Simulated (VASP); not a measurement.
Runs of VASP 6.6.1 on Ca2Zr2N. The structure is that of space group P6/mmm (No. 191), or close to it. The cells are those of the table. 

```csv
task,cell,k mesh,cutoff (eV),gap on the mesh (eV),pressure (GPa),largest force (eV/Å)
single point,"a = 4.410, b = 4.410, c = 8.952 Å, angles 90.0, 90.0, 120.0°, 5 atoms",12 × 12 × 4,520,none,0.1,(a)
single point,"a = 4.028, b = 4.028, c = 6.739 Å, angles 90.0, 90.0, 120.0°, 5 atoms",6 × 6 × 4,520,none,69.8,19.52
single point,"a = 4.421, b = 4.421, c = 8.902 Å, angles 90.0, 90.0, 120.0°, 5 atoms",6 × 6 × 4,520,none,0.1,0.02
relaxation of cell and atoms,"relaxed from a = 4.028, b = 4.028, c = 6.739 Å, angles 90.0, 90.0, 120.0°, 5 atoms",6 × 6 × 4,600,none,0.1,0.02
```

Alike in all rows: level PBE; potentials or basis VASP PAW PBE potentials, release 64 (Ca_sv, Zr_sv, N); no spin polarisation; smearing gaussian 0.1 eV.

Fill in the values left out.

(a) 0.03.

Caveats: forces of over 1 eV/Å act on the atoms, so gaps and moduli don't describe the material at rest (some runs).

A k mesh can miss the band edges, and the runs leave out spin-orbit coupling on Zr.

A gap of «none» marks levels without a gap at the run's occupations.
